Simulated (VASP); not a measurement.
BN (a cell with a defect), 34 atoms in the cell. The cell holds a defect, 34 atoms: a = 7.465 Å, b = 7.465 Å, c = 6.495 Å, α = 90.00°, β = 90.00°, γ = 120.00°. 

```yaml
Program: VASP 6.6.1
Task: single point
Functional: PBE
Potentials_or_basis: VASP PAW PBE potentials, release 64 (B, N)
Cutoff: 520 eV
k_mesh: 1 × 1 × 1, shifted
Occupations: gaussian, width 0.01 eV
Spin: collinear spin
Fixed_moment: 2 μB
Dipole_correction: no
Mended: yes
Further_INCAR_settings: LREAL = Auto; ALGO = Normal; EDIFF = 1e-06; NBANDS = 95; ISYM = -1
```

Potentials or basis: VASP PAW PBE potentials, release 64 (B, N).

Launch:

```sh
$ cat potpaw_PBE.64/B/POTCAR potpaw_PBE.64/N/POTCAR > POTCAR
$ mpirun -np 1 vasp_std > vasp.out
```

Hardware: 1 thread of Intel(R) Xeon(R) 6975P-C (Granite Rapids), with other jobs on the host.

Problem. Estimate the wall time of this run.

Solution. Run time: 88 s on 1 thread of Intel(R) Xeon(R) 6975P-C (Granite Rapids), on a shared host, peak memory 0.48 GiB. Counts: scf iterations 17, k points 1.
